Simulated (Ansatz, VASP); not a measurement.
# Ag in VASP and in Ansatz

The input INCAR:

```
SYSTEM = Ag
PREC     = Accurate       ! precision mode
ENCUT    = 520            ! plane-wave cutoff, eV
EDIFF    = 1E-6           ! SCF threshold, eV
ISMEAR   = -1             ! smearing method
SIGMA    = 0.1            ! smearing width, eV
LREAL    = .False.        ! projectors in reciprocal space
LASPH    = .True.         ! aspherical terms in the spheres
NELM     = 100            ! most SCF steps
ALGO     = Normal         ! electronic algorithm
ISIF     = 2              ! what is computed and relaxed
LWAVE    = .False.        ! write WAVECAR
LCHARG   = .False.        ! write CHGCAR
GGA      = RE             ! functional
NBANDS   = 18             ! bands
```

The input KPOINTS:

```
Automatic mesh
0
Gamma
  14 14 8
  0 0 0
```

File POSCAR:

```
Ag
1.0
    2.8539399015      0.0000000000      0.0000000000
   -1.4269699507      2.4715844556      0.0000000000
    0.0000000000      0.0000000000      4.6166524600
Ag
2
Direct
    0.3333333333      0.6666666667      0.2500000000
    0.6666666667      0.3333333333      0.7500000000
```

Input for Ansatz:

```yaml
crystal:
  lattice:
    - [2.8539399015, 0.0, 0.0]
    - [-1.4269699507, 2.4715844556, 0.0]
    - [0.0, 0.0, 4.61665246]
  atoms:
    - { symbol: Ag, position: [0.3333333333, 0.6666666667, 0.25] }
    - { symbol: Ag, position: [0.6666666667, 0.3333333333, 0.75] }
hamiltonian:
  xc: revpbe
  pseudopotentials:
    kind: paw
    azcp:
      Ag: "pseudopotentials/Ag.paw.azcp"
basis:
  ecutwfc: 420
  fft_grid_basis: typed
kpoints:
  mp_grid: { grid: [14, 14, 8], shift: [0, 0, 0] }
magnetization:
  spin_polarized: false
scf:
  occupations: { method: fermi_dirac, width: 0.1 }
  lower_state_search: "off"
output:
  stress: true
  write_density: true
  write_potential: true
  elf: true
  volumetric_format: npy
```

Alike in both runs: task single point; functional revPBE; k mesh 14 × 14 × 8; occupations fermi-dirac, width 0.1 eV; no spin polarisation.

```csv
,VASP,Ansatz
version,VASP 6.6.1,Ansatz 0.2.0
potentials or method,"VASP PAW PBE potentials, release 64 (Ag), cutoff 520 eV","plane waves (420 eV) with PAW, scalar-relativistic"
valence electrons in the cell,22,38
```

|  | VASP | Ansatz | Ansatz less VASP |
| --- | --- | --- | --- |
| pressure (GPa) | 14.2 | 14.4 | +0.22 |
| traceless stress, the component that is largest in VASP (GPa) | 0.92 | 0.94 | +0.019 |

VASP's potentials were made for PBE, not for revPBE. With one functional, cell and mesh, what is left measures potentials, basis and numerics. VASP's potentials hold 22 valence electrons a cell and Ansatz's 38, so a difference there can come from the potentials and not from the codes.
